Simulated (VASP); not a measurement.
HgTe: relaxation of the atoms with PBE

Crystal: HgTe.

```
CELL_PARAMETERS angstrom
0.00000 2.92150 2.92150
2.92150 0.00000 2.92150
2.92150 2.92150 0.00000
ATOMIC_POSITIONS crystal
Hg 0.00000 0.00000 0.00000
Te 0.50000 0.50000 0.50000
```

* Program: VASP 6.6.1
* Task: relaxation of the atoms
* Functional: PBE
* Potentials or basis: VASP PAW PBE potentials, release 64 (Hg, Te)
* Cutoff: 520 eV
* k mesh: 14 × 14 × 14
* Occupations: fermi-dirac, width 0.05 eV
* Spin: no spin polarisation
* Dipole correction: no
* Further INCAR settings: ALGO = Normal; EDIFF = 1e-06; IBRION = 2; EDIFFG = -0.02; NSW = 80

The pressure after relaxing is 10.7 GPa. The band gap on the k mesh is zero (bands 9 and 10 overlap by 3.24 eV).

Final structure:
```cif
data_structure
_symmetry_space_group_name_H-M 'P 1'
_symmetry_Int_Tables_number 1
_cell_length_a 4.1316
_cell_length_b 4.1316
_cell_length_c 4.1316
_cell_angle_alpha 60.000
_cell_angle_beta 60.000
_cell_angle_gamma 60.000
_cell_volume 49.87
loop_
_atom_site_label
_atom_site_type_symbol
_atom_site_fract_x
_atom_site_fract_y
_atom_site_fract_z
_atom_site_occupancy
Hg1 Hg 0.00000 0.00000 0.00000 1
Te1 Te 0.50000 0.50000 0.50000 1
```

Levels at points of the mesh, in eV from the Fermi level:
```tsv
k point	band 6	band 7	band 8	band 9	band 10	band 11	band 12	band 13
(0.00, 0.00, 0.00)	-7.22	-0.93	-0.93	-0.93	-0.38	7.69	7.69	7.69
(0.50, 0.00, 0.00)	-6.98	-6.09	0.40	0.40	2.45	3.73	3.73	4.33
(0.50, 0.50, 0.00)	-6.02	-5.20	-2.95	-2.84	-2.84	4.63	9.87	9.87
```

Run time: 52 s on 1 thread of Intel Xeon 8259CL (shared host), peak memory 0.23 GiB.

Caveat: the relaxation stopped at its first step, so nothing moved; spin-orbit coupling is left out, which moves the levels of the heavy elements.
